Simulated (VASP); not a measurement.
The system is HfAlB4.

```
Hf Al B
1.0
     3.05178    0.00000    0.00000
    -1.52589    2.64292    0.00000
     0.00000    0.00000    6.92306
Hf Al B
1 1 4
Direct
  0.00000 0.00000 0.00000
  0.00000 0.00000 0.50000
  0.33333 0.66667 0.26463
  0.33333 0.66667 0.73537
  0.66667 0.33333 0.26463
  0.66667 0.33333 0.73537
```

Base run:

- Program: VASP 6.6.1
- Functional: PBE
- Potentials or basis: VASP PAW PBE potentials, release 64 (Hf_pv, Al, B)
- Cutoff: 520 eV
- k mesh: 12 × 12 × 6
- Occupations: gaussian, width 0.1 eV
- Spin: no spin polarisation

Its results: band gap on the k mesh zero (an odd number of electrons rules out a gap without spin polarisation); pressure -0.3 GPa; largest force 0.013 eV/Å.

**Question.** The run is repeated on the same cell with these changes: functional from PBE to r2SCAN; further incar settings from ALGO = Fast; EDIFF = 1e-06; NBANDS = 22 to ALGO = Normal; EDIFF = 1e-07; NBANDS = 22. What comes out?

**Answer.** Band gap on the k mesh zero (an odd number of electrons rules out a gap without spin polarisation); pressure -2.9 GPa; largest force 0.015 eV/Å.

Caveats: spin-orbit coupling is left out, which moves the levels of the heavy elements; the PAW data sets were made with another functional, which shifts forces and pressure a little (at least some runs).
